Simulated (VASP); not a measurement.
# W: single point with RPBE

The system is W.

```
W
1.0
     5.09903    0.00000    0.00000
     0.00000    5.09903    0.00000
     0.00000    0.00000    5.09903
W
8
Direct
  0.00000 0.00000 0.00000
  0.50000 0.50000 0.50000
  0.00000 0.50000 0.25000
  0.00000 0.50000 0.75000
  0.25000 0.00000 0.50000
  0.75000 0.00000 0.50000
  0.50000 0.75000 0.00000
  0.50000 0.25000 0.00000
```

```json
{
 "Program": "VASP 6.6.1",
 "Task": "single point",
 "Functional": "RPBE",
 "Potentials or basis": "VASP PAW PBE potentials, release 64 (W_sv)",
 "Cutoff": "520 eV",
 "k mesh": "5 × 5 × 5",
 "Occupations": "fermi-dirac, width 0.1 eV",
 "Spin": "no spin polarisation",
 "Dipole correction": "no",
 "Further INCAR settings": "ALGO = Normal; EDIFF = 1e-06; NBANDS = 66"
}
```

```
Pressure               : 0.5 GPa
Band gap on the k mesh : zero (band 56 reaches 10.71 eV, above the bottom of band 57 at 10.24 eV)
```

Levels at points of the mesh, in eV from the Fermi level:
```tsv
k point	band 53	band 54	band 55	band 56	band 57	band 58	band 59	band 60
(0.00, 0.00, 0.00)	-1.37	-1.37	-0.39	-0.39	-0.39	1.66	1.66	1.66
```

Wall time 100 s on 1 thread of Intel(R) Xeon(R) Platinum 8375C CPU @ 2.90GHz (Ice Lake), with other jobs on the host, peak memory 0.26 GiB.

Caveat: the PAW data sets were made with another functional, which shifts forces and pressure a little; spin-orbit coupling is left out, which moves the levels of the heavy elements.
